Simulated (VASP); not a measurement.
Runs of VASP 6.6.1 on Ta. The structure is that of space group Fm-3m (No. 225), or close to it. The cells are those of the table. 

```tsv
task	cell	k mesh	cutoff (eV)	gap on the mesh (eV)	pressure (GPa)
single point	a = 2.963 Å, angles 60.0°, 1 atom	14 × 14 × 14	520	none	8.2
single point	a = 3.043 Å, angles 60.0°, 1 atom	14 × 14 × 14	520	none	-6.6
single point	a = 3.003 Å, angles 60.0°, 1 atom	21 × 21 × 21	520	none	0.1
single point	a = 3.081 Å, angles 60.0°, 1 atom	14 × 14 × 14	520	none	-12.1
single point	a = 3.003 Å, angles 60.0°, 1 atom	13 × 13 × 13	520	none	0.0
single point	a = 3.003 Å, angles 60.0°, 1 atom	14 × 14 × 14	520	none	0.1
single point	a = 3.119 Å, angles 60.0°, 1 atom	14 × 14 × 14	520	none	(a)
relaxation of cell and atoms	relaxed from a = 2.945 Å, angles 60.0°, 1 atom	13 × 13 × 13	600	none	0.0
```

Alike in all rows: level RPBE; potentials or basis VASP PAW PBE potentials, release 64 (Ta_pv); no spin polarisation; smearing fermi-dirac 0.1 eV.

Task: Fill in the values left out.

Result: (a) -16.7.

Caveats: the PAW data sets were made with another functional, which shifts forces and pressure a little; spin-orbit coupling is left out, which moves the levels of the heavy elements.

A k mesh can miss the band edges, and the runs leave out spin-orbit coupling on Ta.

A gap of «none» marks levels without a gap at the run's occupations.
